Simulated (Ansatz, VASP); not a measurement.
Two plane-wave programs on Sb

```
Sb
1.0
     2.16698    1.25110    3.88280
    -2.16698    1.25110    3.88280
     0.00000   -2.50221    3.88280
Sb
2
Direct
  0.23111 0.23111 0.23111
  0.76889 0.76889 0.76889
```

Alike in both runs: task single point; functional revPBE; k mesh 14 × 14 × 14; occupations fermi-dirac, width 0.1 eV; no spin polarisation.

|  | VASP | Ansatz |
| --- | --- | --- |
| version | VASP 6.6.1 | Ansatz 0.2.0 |
| potentials or method | VASP PAW PBE potentials, release 64 (Sb), cutoff 520 eV | plane waves (420 eV) with PAW, scalar-relativistic |
| valence electrons in the cell | 10 | 30 |

|  | VASP | Ansatz | Ansatz less VASP |
| --- | --- | --- | --- |
| pressure (GPa) | 2.1 | 2.1 | -0.03 |
| traceless stress, the component that is largest in VASP (GPa) | -0.33 | -0.30 | +0.032 |

VASP's potentials were made for PBE, not for revPBE. VASP's potentials hold 10 valence electrons a cell and Ansatz's 30, so a difference there can come from the potentials and not from the codes.

Spin-orbit coupling is off throughout.
